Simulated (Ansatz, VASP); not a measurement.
Ta2TiSi3: VASP beside Ansatz

The input INCAR:

```
SYSTEM = Ta2TiSi3
ALGO = Normal ; EDIFF = 1E-6
EDIFFG = -0.04 ; ENCUT = 600
GGA = PE ; IBRION = 2
ISIF = 3 ; ISMEAR = 0
LASPH = .TRUE. ; LCHARG = .FALSE.
LREAL = .FALSE. ; LWAVE = .FALSE.
NELM = 60 ; NSW = 90
PREC = Accurate ; SIGMA = 0.1
```

The input KPOINTS:

```
k-points
0
G
  6 6 2
  0 0 0
```

Contents of POSCAR:

```
Ta2TiSi3
1.0
    3.4997369400      0.0000000000      0.0000000000
    0.0000000000      3.4997369400      0.0000000000
    0.0000000000      0.0000000000      7.7102490600
Ti Ta Si
1 2 3
Direct
    0.0000000000      0.0000000000      0.0000000000
    0.0000000000      0.5000000000      0.7315000300
    0.5000000000      0.0000000000      0.2684999700
    0.0000000000      0.5000000000      0.3835000100
    0.5000000000      0.0000000000      0.6164999900
    0.5000000000      0.5000000000      0.0000000000
```

Input for Ansatz:

```yaml
crystal:
  lattice:
    - [3.49973694, 0.0, 0.0]
    - [0.0, 3.49973694, 0.0]
    - [0.0, 0.0, 7.71024906]
  atoms:
    - { symbol: Ti, position: [0.0, 0.0, 0.0] }
    - { symbol: Ta, position: [0.0, 0.5, 0.73150003] }
    - { symbol: Ta, position: [0.5, 0.0, 0.26849997] }
    - { symbol: Si, position: [0.0, 0.5, 0.38350001] }
    - { symbol: Si, position: [0.5, 0.0, 0.61649999] }
    - { symbol: Si, position: [0.5, 0.5, 0.0] }
basis:
  ecutwfc: 420
kpoints:
  mp_grid: { grid: [6, 6, 2] }
hamiltonian:
  xc: pbe
scf:
  occupations: { method: gaussian, width: 0.1 }
  lower_state_search: "off"
output:
  forces: true
  stress: true
  eigenvalues: true
relax:
  adjacent_minimum: "off"
  f_tol: 0.04
  max_steps: 70
  cell: { stress_tol: 0.4 }
```

Change from the starting cell: species swapped into the Ti2CuSb3 type (P-4m2, No. 115).

Alike in both runs: task relaxation of cell and atoms; functional PBE; k mesh 6 × 6 × 2; occupations gaussian, width 0.1 eV; no spin polarisation.

|  | VASP | Ansatz |
| --- | --- | --- |
| version | VASP 6.6.1 | Ansatz 0.2.0 |
| potentials or method | VASP PAW PBE potentials, release 64 (Ti_sv, Ta_pv, Si), cutoff 600 eV | scalar-relativistic, plane waves, PAW |
| valence electrons in the cell | 46 | 50 |

|  | VASP | Ansatz | Ansatz less VASP |
| --- | --- | --- | --- |
| gap on the k mesh at the Fermi level, each at its own relaxed structure (eV) | none | none | - |
| relaxed volume (Å³/atom) | 16.68 | 16.67 | -0.008 |
| relaxed length of the cell vector where the two differ most in proportion (Å) | 7.821 | 7.803 | -0.0185 |

A gap of «none» marks a metal or a gap that the smearing closes. VASP's potentials hold 46 valence electrons a cell and Ansatz's 50, so a difference there can come from the potentials and not from the codes.

The k mesh is coarse, so the values compare programs but aren't converged. Spin-orbit coupling is off throughout.
